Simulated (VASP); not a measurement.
# C (P6_3/mmc) in VASP: notebook

The runs below take C through relaxation of the atoms, with PBEsol.

Everything below comes from runs of VASP 6.6.1. Logs are shortened: lines on timing, memory, paths and dates and some standing lists are left out, and cuts for length are marked.

**1. The cell of the first run**

It takes space group P6_3/mmc (No. 194, hexagonal). The conventional cell has a = 2.524 Å, b = 2.524 Å, c = 4.159 Å, α = 90.00°, β = 90.00°, γ = 120.00°. Within 2.1 Å of C (site symmetry 3m) lie 4 C at 1.55 to 1.56 Å.

**2. Relaxation of the atoms, PBEsol (strained cell)**

The input, INCAR:

```
SYSTEM = C
PREC     = Accurate       ! precision mode
ENCUT    = 520            ! plane-wave cutoff, eV
EDIFF    = 1E-7           ! SCF threshold, eV
ISMEAR   = 0              ! smearing method
SIGMA    = 0.02           ! smearing width, eV
LREAL    = .False.        ! projectors in reciprocal space
LASPH    = .True.         ! aspherical terms in the spheres
NELM     = 120            ! most SCF steps
ALGO     = Normal         ! electronic algorithm
ISIF     = 2              ! what is computed and relaxed
LWAVE    = .False.        ! write WAVECAR
LCHARG   = .False.        ! write CHGCAR
GGA      = PS             ! functional
IBRION   = 2              ! ionic algorithm
NSW      = 60             ! ionic steps
EDIFFG   = -0.002         ! ionic threshold
GGA_COMPAT= .False.      
NELMIN   = 4
```

The input, KPOINTS:

```
Automatic mesh
0
Gamma
  9 9 6
  0 0 0
```

The input, POSCAR:

```
C
1.0
    2.5237147988      0.0000000000      0.0000000000
   -1.2618573994      2.1856011277      0.0000000000
    0.0000000000      0.0000000000      4.1593555375
C
4
Direct
    0.3333333333      0.6666666667     -0.0003155577
    0.6666666667      0.3333333333      0.4996844423
    0.3333333333      0.6666666667      0.3743155577
    0.6666666667      0.3333333333      0.8743155577
```

Potentials or basis: VASP PAW PBE potentials, release 64 (C).

On the command line:

```bash
$ cat potpaw_PBE.64/C/POTCAR > POTCAR
$ mpirun -np 1 vasp_std > vasp.out
```

OUTCAR:

```text
SYSTEM = C
   PREC = Accurate
   ENCUT = 520
   EDIFF = 1E-7
   ISMEAR = 0
   LREAL = .False.
   LASPH = .True.
   NELM = 120
   ISIF = 2
   GGA = PS
   IBRION = 2
   NSW = 60
   EDIFFG = -0.002
   NELMIN = 4

 ion  position               nearest neighbor table
   1  0.333  0.667  1.000-   4 1.55   4 1.55   4 1.55   3 1.56
   2  0.667  0.333  0.500-   3 1.55   3 1.55   3 1.55   4 1.56
   3  0.333  0.667  0.374-   2 1.55   2 1.55   2 1.55   1 1.56
   4  0.667  0.333  0.874-   1 1.55   1 1.55   1 1.55   2 1.56

  LATTYP: Found a hexagonal cell.
 ALAT       =     2.5237147988
 C/A-ratio  =     1.6481083914

  Lattice vectors:

 A1 = (   2.5237147988,   0.0000000000,   0.0000000000)
 A2 = (  -1.2618573994,   2.1856011277,   0.0000000000)
 A3 = (   0.0000000000,   0.0000000000,   4.1593555375)

Analysis of symmetry for initial positions (statically):
=====================================================================
 Subroutine PRICEL returns:
 Original cell was already a primitive cell.

 Routine SETGRP: Setting up the symmetry group for a
 hexagonal supercell.

 Subroutine GETGRP returns: Found 24 space group operations
 (whereof  6 operations were pure point group operations)
 out of a pool of 24 trial point group operations.

The static configuration has the point symmetry C_3v.
 The point group associated with its full space group is D_6h.

Analysis of symmetry for dynamics (positions and initial velocities):
=====================================================================
 Subroutine PRICEL returns:
 Original cell was already a primitive cell.

 Routine SETGRP: Setting up the symmetry group for a
 hexagonal supercell.

 Subroutine GETGRP returns: Found 24 space group operations
 (whereof  6 operations were pure point group operations)
 out of a pool of 24 trial point group operations.

The dynamic configuration has the point symmetry C_3v.
 The point group associated with its full space group is D_6h.

 Subroutine INISYM returns: Found 24 space group operations
 (whereof  6 operations are pure point group operations),
 and found     1 'primitive' translations

----------------------------------------------------------------------------------------

                                     Primitive cell

  volume of cell :      22.9423

  direct lattice vectors                    reciprocal lattice vectors
     2.523714799  0.000000000  0.000000000     0.396241287  0.228770014  0.000000000
    -1.261857399  2.185601128  0.000000000     0.000000000  0.457540027  0.000000000
[... 106 lines left out ...]
   IALGO  =     38    algorithm
   IMIX   =      4    mixing-type and parameters
     AMIX     =   0.40;   BMIX     =  1.00
     AMIX_MAG =   1.60;   BMIX_MAG =  1.00
  volume/ion in A,a.u.               =       5.74        38.71
  Fermi-wavevector in a.u.,A,eV,Ry     =   1.451785  2.743477 28.676738  2.107681
  Thomas-Fermi vector in A             =   2.569243
   LORBIT       =      0    0 simple, 1 ext, 2 COOP (PROOUT), +10 PAW based schemes
   GGA     = PS    functional components
   LHFCALC =     F    Hartree Fock is set to
   AEXX    =    0.0000 exact exchange contribution
   IVDW    =     0    specifies the selected vdW correction
   LEPSILON=     F    determine dielectric tensor
   LRPA    =     F    only Hartree local field effects (RPA)
 conjugate gradient relaxation of ions
 non-spin polarized calculation
 Gauss-broadening in eV      SIGMA  =   0.02
  energy-cutoff  :      520.00
  volume of cell :       22.94
 maximum number of plane-waves:       631
 NGX is ok and might be reduce to    20
   NGX =  9   NGY =  9   NGZ = 15

 number of electron      16.0000000 magnetization

 Free energy of the ion-electron system (eV)
  ---------------------------------------------------
  ext. energy  EPLUGINS =         0.00000000
  ---------------------------------------------------
  free energy    TOTEN  =       -38.38940733 eV

  energy without entropy =      -38.38940733  energy(sigma->0) =      -38.38940733

 E-fermi :  10.0433     XC(G=0): -13.3704

 val. band max:        9.8432714485   @ k =   0.0000   0.0000   0.0000
 cond. band min:      12.9786324681   @ k =   0.3333   0.3333   0.0000
 fundamental gap:      3.1353610195
 Fermi energy:        10.0433382047

 k-point     1 :       0.0000    0.0000    0.0000
  band No.  band energies     occupation
      1     -11.8453      2.00000
      2      -6.1390      2.00000
      3      -3.8277      2.00000
      4       6.6742      2.00000
      5       6.6742      2.00000
      6       9.3658      2.00000
      7       9.8433      2.00000
      8       9.8433      2.00000
      9      14.6133      0.00000
     10      14.6133      0.00000
     11      15.3597      0.00000
     12      17.5622      0.00000
[... 331 lines left out ...]
 k-point    24 :       0.3333    0.3333    0.1667
  band No.  band energies     occupation
      1      -4.6245      2.00000
      2      -4.6245      2.00000
      3      -1.0993      2.00000
      4      -0.6071      2.00000
      5      -0.6071      2.00000
      6       2.4605      2.00000
      7       3.5751      2.00000
      8       3.5751      2.00000
      9      13.8281      0.00000
     10      20.2086      0.00000
     11      20.2086      0.00000
     12      22.0001      0.00000

 [... further k-points ...]

------------------------ aborting loop because EDIFF is reached ----------------------------------------

  FORCE on cell =-STRESS in cart. coord.  units (eV):
  Direction    XX          YY          ZZ          XY          YZ          ZX
  --------------------------------------------------------------------------------------
  -------------------------------------------------------------------------------------
  Total       -1.6595452     -1.6595452      0.1570093      0.0000000     -0.0000000      0.0000000
  in kB     -115.8943954   -115.8943954     10.9647524      0.0000000     -0.0000000      0.0000000
  external PRESSURE =     -73.6080128 kB  Pullay stress =       0.0000000 kB

 VOLUME and BASIS-vectors are now :
 -----------------------------------------------------------------------------
  energy-cutoff  :      520.00
  volume of cell :       22.94
      direct lattice vectors                 reciprocal lattice vectors
     2.523714799  0.000000000  0.000000000     0.396241287  0.228770014  0.000000000
    -1.261857399  2.185601128  0.000000000     0.000000000  0.457540027  0.000000000
     0.000000000  0.000000000  4.159355537     0.000000000  0.000000000  0.240421861

 POSITION                                       TOTAL-FORCE (eV/Angst)
 -----------------------------------------------------------------------------------
     -0.00000      1.45707      4.15804        -0.000000      0.000000      0.001117
      1.26186      0.72853      2.07837         0.000000     -0.000000      0.001117
     -0.00000      1.45707      1.55691        -0.000000      0.000000     -0.001117
      1.26186      0.72853      3.63659         0.000000     -0.000000     -0.001117
 -----------------------------------------------------------------------------------
    total drift:                               -0.000000      0.000000      0.000005

  FREE ENERGIE OF THE ION-ELECTRON SYSTEM (eV)
  ---------------------------------------------------
  free  energy   TOTEN  =       -38.3894073264 eV

  energy  without entropy=      -38.3894073264  energy(sigma->0) =      -38.38940733

 reached required accuracy - stopping structural energy minimisation
```

OSZICAR:

```text
N       E                     dE             d eps       ncg     rms          rms(c)
DAV:   1     0.299474418136E+02    0.29947E+02   -0.86933E+03  1152   0.129E+03
DAV:   2    -0.374632925660E+02   -0.67411E+02   -0.63471E+02  1700   0.220E+02
DAV:   3    -0.396617308701E+02   -0.21984E+01   -0.21881E+01  1524   0.372E+01
DAV:   4    -0.396807162307E+02   -0.18985E-01   -0.18967E-01  1404   0.392E+00
DAV:   5    -0.396810877798E+02   -0.37155E-03   -0.37149E-03  1520   0.482E-01    0.778E+00
DAV:   6    -0.387241086363E+02    0.95698E+00   -0.62556E-01  1252   0.625E+00    0.460E+00
DAV:   7    -0.383888903549E+02    0.33522E+00   -0.72639E-01  1280   0.687E+00    0.927E-01
DAV:   8    -0.383893375625E+02   -0.44721E-03   -0.12921E-02  1444   0.984E-01    0.372E-02
DAV:   9    -0.383893874722E+02   -0.49910E-04   -0.13922E-04  1412   0.112E-01    0.246E-02
DAV:  10    -0.383894078605E+02   -0.20388E-04   -0.17657E-05  1440   0.424E-02    0.458E-03
DAV:  11    -0.383894073125E+02    0.54799E-06   -0.92216E-07  1436   0.772E-03    0.682E-04
DAV:  12    -0.383894073264E+02   -0.13955E-07   -0.61570E-08  1052   0.227E-03
   1 F= -.38389407E+02 E0= -.38389407E+02  d E =-.383894E+02
```

Run time: 8.7 s. Hardware: 1 thread of Intel Xeon 8259CL, shared host; peak memory 0.13 GiB.

Results:

- Free energy: -38.3894 eV
- Pressure after relaxing: -7.4 GPa
- Band gap on the k mesh: 3.14 eV (least direct gap 4.77 eV)

Final structure:
```yaml
crystal:
  lattice:
    - [2.52371, 0.00000, 0.00000]
    - [-1.26186, 2.18560, 0.00000]
    - [0.00000, 0.00000, 4.15936]
  atoms:
    - { symbol: C, position: [0.33333, 0.66667, 0.99968] }
    - { symbol: C, position: [0.66667, 0.33333, 0.49968] }
    - { symbol: C, position: [0.33333, 0.66667, 0.37432] }
    - { symbol: C, position: [0.66667, 0.33333, 0.87432] }
```

Caveat: the cell differs from its parent crystal (strained cell); the PAW data sets were made with another functional, which shifts forces and pressure a little.

**3. Relaxation of the atoms, PBEsol (strained cell)**

The input, INCAR:

```
SYSTEM = C
PREC = Accurate ; ENCUT = 520
EDIFF = 1E-7 ; ISMEAR = 0
SIGMA = 0.02 ; LREAL = .False.
LASPH = .True. ; NELM = 120
ALGO = Normal ; ISIF = 2
LWAVE = .False. ; LCHARG = .False.
GGA = PS ; IBRION = 2
NSW = 60 ; EDIFFG = -0.002
GGA_COMPAT = .False. ; NELMIN = 4
```

The input, KPOINTS:

```
regular mesh
0
Gamma
  9 9 6
  0 0 0
```

POSCAR, as its differences from that of step 2:

```diff
@@ -4,3 +4,3 @@
    -1.2618573994      2.1856011277      0.0000000000
-    0.0000000000      0.0000000000      4.1593555375
+    0.0000000000      0.0000000000      4.1595812401
 C
```

Potentials or basis: VASP PAW PBE potentials, release 64 (C).

On the command line:

```bash
$ cat potpaw_PBE.64/C/POTCAR > POTCAR
$ mpirun -np 1 vasp_std > vasp.out
```

Run time: 9 s. Hardware: 1 thread of Intel Xeon 8259CL, shared host; peak memory 0.13 GiB.

It converged, with:

* Free energy: -38.3894 eV
* Pressure after relaxing: -7.4 GPa
* Band gap on the k mesh: 3.14 eV (least direct gap 4.77 eV)

Stress tensor (GPa, compression positive):
```
-11.59   0.00   0.00
  0.00 -11.59   0.00
  0.00   0.00   1.02
```

Final structure:
```cif
data_structure
_symmetry_space_group_name_H-M 'P 1'
_symmetry_Int_Tables_number 1
_cell_length_a 2.5237
_cell_length_b 2.5237
_cell_length_c 4.1596
_cell_angle_alpha 90.000
_cell_angle_beta 90.000
_cell_angle_gamma 120.000
_cell_volume 22.94
loop_
_atom_site_label
_atom_site_type_symbol
_atom_site_fract_x
_atom_site_fract_y
_atom_site_fract_z
_atom_site_occupancy
C1 C 0.33333 0.66667 0.99968 1
C2 C 0.66667 0.33333 0.49968 1
C3 C 0.33333 0.66667 0.37432 1
C4 C 0.66667 0.33333 0.87432 1
```

Levels at points of the mesh, in eV from the valence-band top:
| k point | band 4 | band 5 | band 6 | band 7 | band 8 | band 9 | band 10 | band 11 | band 12 |
| --- | --- | --- | --- | --- | --- | --- | --- | --- | --- |
| (0.00, 0.00, 0.00) | -3.17 | -3.17 | -0.48 | 0.00 | 0.00 | 4.77 | 4.77 | 5.51 | 7.72 |
| (0.00, 0.00, 0.50) | -6.91 | -1.91 | -1.91 | -1.91 | -1.91 | 7.09 | 7.09 | 7.09 | 7.09 |

Caveat: the cell differs from its parent crystal (strained cell); the PAW data sets were made with another functional, which shifts forces and pressure a little. A k mesh can miss the band edges.

**4. Relaxation of the atoms, PBEsol (strained cell)**

The input, INCAR:

```
ALGO     = Normal         # electronic algorithm
EDIFF    = 1E-7           # SCF threshold, eV
EDIFFG   = -0.002         # ionic threshold
ENCUT    = 520            # plane-wave cutoff, eV
GGA      = PS             # functional
GGA_COMPAT= False        
IBRION   = 2              # ionic algorithm
ISIF     = 2              # what is computed and relaxed
ISMEAR   = 0              # smearing method
LASPH    = True           # aspherical terms in the spheres
LCHARG   = False          # write CHGCAR
LREAL    = False          # projectors in reciprocal space
LWAVE    = False          # write WAVECAR
NELM     = 120            # most SCF steps
NELMIN   = 4            
NSW      = 60             # ionic steps
PREC     = Accurate       # precision mode
SIGMA    = 0.02           # smearing width, eV
```

The input, KPOINTS:

```
k-points
0
Gamma
  9 9 6
```

The input, POSCAR:

```
C
1.0
    2.5237147988      0.0000000000      0.0000000000
   -1.2618573994      2.1856011277      0.0000000000
    0.0000000000      0.0000000000      4.2604429385
C
4
Direct
    0.3333333333      0.6666666667     -0.0003475691
    0.6666666667      0.3333333333      0.4996524309
    0.3333333333      0.6666666667      0.3743475691
    0.6666666667      0.3333333333      0.8743475691
```

On the command line:

```bash
$ cat potpaw_PBE.64/C/POTCAR > POTCAR
$ mpirun -np 1 vasp_std > vasp.out
```

Wall time 16 s (1 thread of Intel Xeon 8259CL, shared host); peak memory 0.13 GiB.

It converged, with:

```
Free energy               : -38.3416 eV
Energy gained by relaxing : 0.0 meV/atom
Ionic steps               : 3
Pressure after relaxing   : -17.1 GPa
Band gap on the k mesh    : 3.21 eV (least direct gap 4.81 eV)
```

Stress tensor (GPa, compression positive):
```
-11.64   0.00   0.00
  0.00 -11.64   0.00
  0.00   0.00 -28.09
```

Final structure:
```
C
1.0
     2.52371    0.00000    0.00000
    -1.26186    2.18560    0.00000
     0.00000    0.00000    4.26044
C
4
Direct
  0.33333 0.66667 0.99958
  0.66667 0.33333 0.49958
  0.33333 0.66667 0.37442
  0.66667 0.33333 0.87442
```

Levels at points of the mesh, in eV from the valence-band top:
```
           k point  band 6  band 7  band 8  band 9  band 10  band 11
(0.00, 0.00, 0.00)   -0.42    0.00    0.00    4.81     5.04     5.04
(0.00, 0.00, 0.50)   -1.69   -1.69   -1.69    7.17     7.17     7.17
```

Caveat: the cell differs from its parent crystal (strained cell); the PAW data sets were made with another functional, which shifts forces and pressure a little. A k mesh can miss the band edges.

**5. Overview**

```tsv
cell	gap on the mesh (eV)	pressure (GPa)
atoms relaxed from a = 2.524, b = 2.524, c = 4.159 Å, angles 90.0, 90.0, 120.0°, 4 atoms	3.14	-7.4
atoms relaxed from a = 2.524, b = 2.524, c = 4.160 Å, angles 90.0, 90.0, 120.0°, 4 atoms	3.14	-7.4
atoms relaxed from a = 2.524, b = 2.524, c = 4.260 Å, angles 90.0, 90.0, 120.0°, 4 atoms	3.21	-17.1
```

Alike in all rows: task relaxation of the atoms; level PBEsol; potentials or basis VASP PAW PBE potentials, release 64 (C); no spin polarisation; k mesh 9 × 9 × 6; cutoff (eV) 520; smearing gaussian 0.02 eV.

Caveats: the PAW data sets were made with another functional, which shifts forces and pressure a little.

Absolute energies hang on the potentials; compare differences alone.
